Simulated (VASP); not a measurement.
CsV:

```
Cs V
1.0
     0.00000    3.97341    3.97341
     3.97341    0.00000    3.97341
     3.97341    3.97341    0.00000
Cs V
2 2
Direct
  0.50000 0.50000 0.50000
  0.75000 0.75000 0.75000
  0.00000 0.00000 0.00000
  0.25000 0.25000 0.25000
```

```yaml
Program: VASP 6.6.1
Task: relaxation of cell and atoms
Functional: PBE
Potentials_or_basis: VASP PAW PBE potentials, release 64 (Cs_sv, V_sv)
Cutoff: 600 eV
k_mesh: 4 × 4 × 4
Occupations: gaussian, width 0.1 eV
Spin: collinear spin, ferromagnetic start
Starting_moments: "[0.14, 0.14, 3.72, 3.72] μB"
```

At the start: pressure 4.6 GPa; volume 31.37 Å³/atom.

Q: Where does the relaxation end?

A: Over 4 steps the energy falls by 95.7 meV/atom and the volume is 39.48 Å³/atom (+25.9 %); space group Fd-3m (No. 227, to 0.1 Å) before and after; moment 8.30 μB per cell.

Step by step:
| step | energy change (eV) | largest force (eV/Å) | pressure (GPa) | volume (Å³) |
| --- | --- | --- | --- | --- |
| 1 | 0.0000 | 0.0000 | 4.59 | 125.46 |
| 2 | -0.3159 | 0.0000 | 1.56 | 142.50 |
| 3 | -0.3806 | 0.0000 | -0.22 | 160.46 |
| 4 | -0.3827 | 0.0000 | -0.02 | 157.92 |

Final structure:
```yaml
crystal:
  lattice:
    - [0.00000, 4.29015, 4.29015]
    - [4.29015, 0.00000, 4.29015]
    - [4.29015, 4.29015, 0.00000]
  atoms:
    - { symbol: Cs, position: [0.50000, 0.50000, 0.50000] }
    - { symbol: Cs, position: [0.75000, 0.75000, 0.75000] }
    - { symbol: V, position: [0.00000, 0.00000, 0.00000] }
    - { symbol: V, position: [0.25000, 0.25000, 0.25000] }
```

Caveat: the volume moved by over 15 % at a fixed basis, so the end points are rough.
